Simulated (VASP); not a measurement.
Write the native input for VASP 6.6.1 that does the following.

```
Task                   : single point
Functional             : PBE
Potentials or basis    : VASP PAW PBE potentials, release 64 (Au)
Cutoff                 : 520 eV
k mesh                 : 20 × 20 × 20
Occupations            : gaussian, width 0.15 eV
Spin                   : no spin polarisation
Dipole correction      : no
Further INCAR settings : ALGO = Fast; EDIFF = 1e-07; NBANDS = 12
```

The structure of Au lies in POSCAR:

```
Au
1.0
    0.0000000000      2.1068650000      2.0148175000
    2.1068650000      0.0000000000      2.0148175000
    2.1068650000      2.1068650000      0.0000000000
Au
1
Direct
    0.0000000000      0.0000000000      0.0000000000
```

This cell differs from its parent crystal: strain +0.030 along x and y, -0.015 along z.

These files were run (other wordings do the same):

INCAR

```
PREC = Accurate ; ENCUT = 520
EDIFF = 1E-7 ; ISMEAR = 0
SIGMA = 0.15 ; LREAL = F
LASPH = T ; NELM = 100
ALGO = Fast ; ISIF = 2
LWAVE = F ; LCHARG = T
GGA = PE ; LELF = T
LVHAR = T ; NBANDS = 12
```

KPOINTS

```
regular mesh
0
Gamma
  20 20 20
```

Potentials or basis: VASP PAW PBE potentials, release 64 (Au).

The run is started by

```bash
$ cat potpaw_PBE.64/Au/POTCAR > POTCAR
$ mpirun -np 1 vasp_std > vasp.out
```

Results of the run:

- Pressure: 0.5 GPa
- Band gap on the k mesh: zero (an odd number of electrons rules out a gap without spin polarisation)

Caveat: the cell differs from its parent crystal (strain +0.030 along x and y, -0.015 along z); spin-orbit coupling is left out, which moves the levels of the heavy elements.

It took 3.2 min on 1 thread of Intel Xeon 8259CL (shared host), peak memory 0.26 GiB.
